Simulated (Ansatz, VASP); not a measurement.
One calculation of Ga2O3, two programs

Contents of INCAR:

```
SYSTEM = Ga2O3
ALGO = Normal
EDIFF = 1E-6
ENCUT = 1340
GGA = PE
GGA_COMPAT = .FALSE.
ISIF = 2
ISMEAR = -1
LASPH = .TRUE.
LCHARG = .TRUE.
LELF = .TRUE.
LREAL = .FALSE.
LVHAR = .TRUE.
LWAVE = .FALSE.
NBANDS = 55
NELM = 120
PREC = Accurate
SIGMA = 0.02
```

File KPOINTS:

```
k-points
0
G
  6 6 6
  0 0 0
```

Contents of POSCAR:

```
Ga2O3
1.0
    2.4424145492      1.4101286974      4.5481072840
   -2.4424145492      1.4101286974      4.5481072840
    0.0000000000     -2.8202573949      4.5481072840
Ga O
4 6
Direct
    0.8539694516      0.8539694516      0.8539694516
    0.3539694516      0.3539694516      0.3539694516
    0.1460305484      0.1460305484      0.1460305484
    0.6460305484      0.6460305484      0.6460305484
    0.4456121361      0.0543878639      0.7500000000
    0.0543878639      0.7500000000      0.4456121361
    0.5543878639      0.9456121361      0.2500000000
    0.2500000000      0.5543878639      0.9456121361
    0.9456121361      0.2500000000      0.5543878639
    0.7500000000      0.4456121361      0.0543878639
```

Input for Ansatz:

```yaml
crystal:
  lattice:
    - [2.4424145492, 1.4101286974, 4.548107284]
    - [-2.4424145492, 1.4101286974, 4.548107284]
    - [0.0, -2.8202573949, 4.548107284]
  atoms:
    - { symbol: Ga, position: [0.8539694516, 0.8539694516, 0.8539694516] }
    - { symbol: Ga, position: [0.3539694516, 0.3539694516, 0.3539694516] }
    - { symbol: Ga, position: [0.1460305484, 0.1460305484, 0.1460305484] }
    - { symbol: Ga, position: [0.6460305484, 0.6460305484, 0.6460305484] }
    - { symbol: O, position: [0.4456121361, 0.0543878639, 0.75] }
    - { symbol: O, position: [0.0543878639, 0.75, 0.4456121361] }
    - { symbol: O, position: [0.5543878639, 0.9456121361, 0.25] }
    - { symbol: O, position: [0.25, 0.5543878639, 0.9456121361] }
    - { symbol: O, position: [0.9456121361, 0.25, 0.5543878639] }
    - { symbol: O, position: [0.75, 0.4456121361, 0.0543878639] }
kpoints:
  mp_grid: { grid: [6, 6, 6] }
  band_path:
    path:
      - [0.0, 0.0, 0.0]
      - [0.5, 0.5, 0.5]
      - [0.764580087, 0.235419913, 0.5]
      - [0.5, -0.235419913, 0.235419913]
      - [0.5, 0.0, 0.0]
      - [0.3677099565, -0.3677099565, 0.0]
      - [0.6322900435, 0.0, 0.3677099565]
      - [0.5, 0.0, 0.5]
      - [0.0, 0.15625, -0.15625]
    npoints: 1
hamiltonian:
  xc: pbe
scf:
  occupations: { method: fermi_dirac, width: 0.02 }
  n_extra_bands: 6
output:
  forces: true
  stress: true
  eigenvalues: true
```

Change from the starting cell: epitaxial_xy strain -2.0%.

Alike in both runs: task single point; functional PBE; k mesh 6 × 6 × 6; occupations fermi-dirac, width 0.02 eV; no spin polarisation.

```csv
,VASP,Ansatz
version,VASP 6.6.1,Ansatz 0.2.0
potentials or method,"VASP PAW PBE potentials, release 64 (Ga_d, O_h)","plane waves, PAW"
plane-wave cutoff (eV),1340,420
valence electrons in the cell,88,88
```

|  | VASP | Ansatz | Ansatz less VASP |
| --- | --- | --- | --- |
| gap on the k mesh at the Fermi level (eV) | 3.12 | 3.13 | +0.001 |
| pressure (GPa) | 17.4 | 16.6 | -0.78 |
| traceless stress, the component that is largest in VASP (GPa) | -7.18 | -7.21 | -0.033 |
| rms of the force components (eV/Å) | 0.027 | 0.019 | -0.0080 |

Atom by atom the forces differ by 0.012 eV/Å (rms over components).
